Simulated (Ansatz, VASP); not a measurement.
**Ni3Ge: VASP beside Ansatz**

```
CELL_PARAMETERS angstrom
3.52491 0.00000 0.00000
0.00000 3.52491 0.00000
0.00000 0.00000 3.52491
ATOMIC_POSITIONS crystal
Ni 0.50000 0.00000 0.50000
Ni 0.00000 0.50000 0.50000
Ni 0.50000 0.50000 0.00000
Ge 0.00000 0.00000 0.00000
```

Alike in both runs: task relaxation of cell and atoms; functional PBEsol; k mesh 12 × 12 × 12; occupations fermi-dirac, width 0.15 eV; no spin polarisation.

|  | VASP | Ansatz |
| --- | --- | --- |
| version | VASP 6.6.1 | Ansatz 0.2.0 |
| potentials or method | VASP PAW PBE potentials, release 64 (Ni, Ge_d), cutoff 600 eV | scalar-relativistic, plane waves, PAW |
| valence electrons in the cell | 44 | 68 |

Ansatz gave:

```
gap on the k mesh at the Fermi level, each at its own relaxed structure (eV) : none
relaxed volume (Å³/atom)                                                     : 10.97
relaxed length of the cell vector where the two differ most in proportion (Å)              : 3.527
```

Problem. Estimate VASP's values.

Solution. gap on the k mesh at the Fermi level, each at its own relaxed structure (eV): none; relaxed volume (Å³/atom): 10.98; relaxed length of the cell vector where the two differ most in proportion (Å): 3.528.

VASP's potentials were made for PBE, not for PBEsol. A gap of «none» marks a metal or a gap that the smearing closes. VASP's potentials hold 44 valence electrons a cell and Ansatz's 68, so a difference there can come from the potentials and not from the codes.
